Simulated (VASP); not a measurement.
Input of a VASP 6.6.1 run:

File INCAR:

```
  PREC = Accurate
  ENCUT = 500
  EDIFF = 1E-6
  ISMEAR = -1
  SIGMA = 0.05
  LREAL = F
  LASPH = T
  NELM = 120
  ALGO = Normal
  ISIF = 2
  LWAVE = F
  LCHARG = F
  GGA = PS
  NBANDS = 12
  GGA_COMPAT = F
```

Contents of KPOINTS:

```
Automatic mesh
0
Gamma
  11 11 11
```

Contents of POSCAR:

```
Nb
1.0
   -1.5653327821      1.5653327821      1.5653327821
    1.5653327821     -1.5653327821      1.5653327821
    1.5653327821      1.5653327821     -1.5653327821
Nb
1
Direct
    0.0000000000      0.0000000000      0.0000000000
```

Potentials or basis: VASP PAW PBE potentials, release 64 (Nb_sv).

The run is started by

```sh
$ cat potpaw_PBE.64/Nb_sv/POTCAR > POTCAR
$ mpirun -np 1 vasp_std > vasp.out
```

**Question.** What does it give for the pressure?

**Answer.** 29.7 GPa.

**Question.** What does it give for the band gap on the k mesh?

**Answer.** Zero (an odd number of electrons rules out a gap without spin polarisation).

Caveat: the cell stands under pressure; the PAW data sets were made with another functional, which shifts forces and pressure a little.
